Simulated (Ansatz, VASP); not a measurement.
Pb: VASP beside Ansatz

```
CELL_PARAMETERS angstrom
0.00000 2.47783 2.47783
2.47783 0.00000 2.47783
2.47783 2.47783 0.00000
ATOMIC_POSITIONS crystal
Pb 0.00000 0.00000 0.00000
```

Alike in both runs: task single point; functional r2SCAN; k mesh 16 × 16 × 16; occupations gaussian, width 0.05 eV; no spin polarisation.

|  | VASP | Ansatz |
| --- | --- | --- |
| version | VASP 6.6.1 | Ansatz 0.2.0 |
| potentials or method | VASP PAW PBE potentials, release 64 (Pb_d), cutoff 520 eV | scalar-relativistic, plane waves, PAW |
| valence electrons in the cell | 14 | 14 |

```tsv
	VASP	Ansatz	Ansatz less VASP
gap on the k mesh at the Fermi level (eV)	none	none	-
pressure (GPa)	1.0	1.0	+0.01
```

VASP's potentials were made for PBE, not for r2SCAN. A gap of «none» marks a metal or a gap that the smearing closes.

Neither program's run includes spin-orbit coupling.
